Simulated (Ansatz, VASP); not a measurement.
# TiO2: VASP beside Ansatz

File INCAR:

```
SYSTEM = TiO2
ALGO = Normal ; EDIFF = 1E-6
ENCUT = 520 ; GGA = PE
ISIF = 2 ; ISMEAR = 0
LASPH = .True. ; LCHARG = .False.
LREAL = .False. ; LWAVE = .False.
NBANDS = 33 ; NELM = 80
PREC = Accurate ; SIGMA = 0.05
```

Contents of KPOINTS:

```
k-points
0
Gamma
  6 6 10
  0 0 0
```

Contents of POSCAR:

```
TiO2
1.0
    4.6430645122      0.0000000000      0.0000000000
    0.0000000000      4.6430645122      0.0870574596
    0.0000000000      0.0555754575      2.9640243990
Ti O
2 4
Direct
    0.0000000000      0.0000000000      0.0000000000
    0.5000000000      0.5000000000      0.5000000000
    0.3051105247      0.3051105247      0.0000000000
    0.1948894753      0.8051105247      0.5000000000
    0.6948894753      0.6948894753      0.0000000000
    0.8051105247      0.1948894753      0.5000000000
```

Input for Ansatz:

```yaml
crystal:
  lattice:
    - [4.6430645122, 0.0, 0.0]
    - [0.0, 4.6430645122, 0.0870574596]
    - [0.0, 0.0555754575, 2.964024399]
  atoms:
    - { symbol: Ti, position: [0.0, 0.0, 0.0] }
    - { symbol: Ti, position: [0.5, 0.5, 0.5] }
    - { symbol: O, position: [0.3051105247, 0.3051105247, 0.0] }
    - { symbol: O, position: [0.1948894753, 0.8051105247, 0.5] }
    - { symbol: O, position: [0.6948894753, 0.6948894753, 0.0] }
    - { symbol: O, position: [0.8051105247, 0.1948894753, 0.5] }
basis:
  ecutwfc: 420
kpoints:
  mp_grid: { grid: [6, 6, 10] }
hamiltonian:
  xc: pbe
scf:
  occupations: { method: gaussian, width: 0.05 }
output:
  forces: true
  stress: true
  eigenvalues: true
```

Change from the starting cell: strain +0.0375 x Voigt [0, 0, 0, 1, 0, 0], atoms carried along.

Alike in both runs: task single point; functional PBE; k mesh 6 × 6 × 10; occupations gaussian, width 0.05 eV; no spin polarisation.

|  | VASP | Ansatz |
| --- | --- | --- |
| version | VASP 6.6.1 | Ansatz 0.2.0 |
| potentials or method | VASP PAW PBE potentials, release 64 (Ti_sv, O), cutoff 520 eV | scalar-relativistic, plane waves, PAW |
| valence electrons in the cell | 48 | 48 |

|  | VASP | Ansatz | Ansatz less VASP |
| --- | --- | --- | --- |
| gap on the k mesh at the Fermi level (eV) | 1.84 | 1.86 | +0.025 |
| least direct gap on the mesh (eV) | 1.84 | 1.86 | +0.025 |
| pressure (GPa) | 1.0 | 0.3 | -0.66 |
| traceless stress, the component that is largest in VASP (GPa) | -5.14 | -5.08 | +0.067 |
| rms of the force components (eV/Å) | 0.090 | 0.083 | -0.0074 |

Atom by atom the forces differ by 0.014 eV/Å (rms over components).
